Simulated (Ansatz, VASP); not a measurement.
**Two plane-wave programs on Te**

```
Te
1.0
     0.00000    3.30955    3.30955
     3.30955    0.00000    3.30955
     3.30955    3.30955    0.00000
Te
2
Direct
  0.80750 0.89750 0.89750
  0.19250 0.10250 0.10250
```

Change from the starting cell: shortest bond scaled by 0.82, PAW files.

Alike in both runs: task electric field gradients; functional PBEsol; k mesh 8 × 8 × 8; occupations fermi-dirac, width 0.05 eV; no spin polarisation.

|  | VASP | Ansatz |
| --- | --- | --- |
| version | VASP 6.6.1 | Ansatz 0.2.0 |
| potentials or method | VASP PAW PBE potentials, release 64 (Te) | PAW with Ansatz's default frozen-core files, scalar-relativistic |
| plane-wave cutoff (eV) | 520 | 420 |
| valence electrons in the cell | 12 | 32 |

|  | VASP | Ansatz | Ansatz less VASP |
| --- | --- | --- | --- |
| pressure (GPa) | 16.5 | 16.1 | -0.40 |
| traceless stress, the component that is largest in VASP (GPa) | -10.24 | -9.84 | +0.392 |
| rms of the force components (eV/Å) | 2.949 | 2.826 | -0.1229 |
| size of Vzz on the site where it differs most (V/Å²) | 147.7 | 186.2 | +38.47 |

VASP's potentials were made for PBE, not for PBEsol. Atom by atom the forces differ by 0.123 eV/Å (rms over components). The functional is the same, so the differences come from potentials, cutoffs and numerics. VASP's potentials hold 12 valence electrons a cell and Ansatz's 32, so a difference there can come from the potentials and not from the codes.

Spin-orbit coupling is off throughout.
